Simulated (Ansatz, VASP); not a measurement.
**TlPtN: VASP beside Ansatz**

File INCAR:

```
SYSTEM = TlPtN
PREC = Accurate ; ENCUT = 520
EDIFF = 1E-6 ; ISMEAR = 0
SIGMA = 0.1 ; LREAL = .False.
LASPH = .True. ; NELM = 100
ALGO = Normal ; ISIF = 2
LWAVE = .False. ; LCHARG = .True.
GGA = PE ; LELF = .True.
LVHAR = .True. ; NBANDS = 21
```

KPOINTS

```
Automatic mesh
0
Gamma
  4 4 4
  0 0 0
```

POSCAR

```
TlPtN
1.0
    3.8410397600      0.0000000000      0.0000000000
    0.0000000000      3.8410397600      0.0000000000
    0.0000000000      0.0000000000      3.8961382300
Tl Pt N
1 1 1
Direct
    0.0000000000      0.0000000000      0.0000000000
    0.5000000000      0.5000000000      0.5000000000
    0.5000000000      0.5000000000      0.0000000000
```

Input for Ansatz:

```yaml
crystal:
  lattice:
    - [3.84103976, 0.0, 0.0]
    - [0.0, 3.84103976, 0.0]
    - [0.0, 0.0, 3.89613823]
  atoms:
    - { symbol: Tl, position: [0.0, 0.0, 0.0] }
    - { symbol: Pt, position: [0.5, 0.5, 0.5] }
    - { symbol: "N", position: [0.5, 0.5, 0.0] }
basis:
  ecutwfc: 420
kpoints:
  mp_grid: { grid: [4, 4, 4] }
hamiltonian:
  xc: pbe
scf:
  occupations: { method: gaussian, width: 0.1 }
  lower_state_search: "off"
output:
  forces: true
  stress: true
  eigenvalues: true
```

Change from the starting cell: species swapped into the YCoC type (P4/mmm, No. 123).

Alike in both runs: task single point; functional PBE; k mesh 4 × 4 × 4; occupations gaussian, width 0.1 eV; no spin polarisation.

|  | VASP | Ansatz |
| --- | --- | --- |
| version | VASP 6.6.1 | Ansatz 0.2.0 |
| potentials or method | VASP PAW PBE potentials, release 64 (Tl_d, Pt, N), cutoff 520 eV | scalar-relativistic, plane waves, PAW |
| valence electrons in the cell | 28 | 36 |

Ansatz gave:

```
gap on the k mesh at the Fermi level (eV)                     : none
pressure (GPa)                                                : -1.6
traceless stress, the component that is largest in VASP (GPa) : -13.38
```

Question: Which values does VASP return?

Answer: gap on the k mesh at the Fermi level (eV): none; pressure (GPa): -1.6; traceless stress, the component that is largest in VASP (GPa): -13.28.

A gap of «none» marks a metal or a gap that the smearing closes. VASP's potentials hold 28 valence electrons a cell and Ansatz's 36, so a difference there can come from the potentials and not from the codes.

The k mesh is coarse, so the values compare programs but aren't converged. Neither program's run includes spin-orbit coupling.
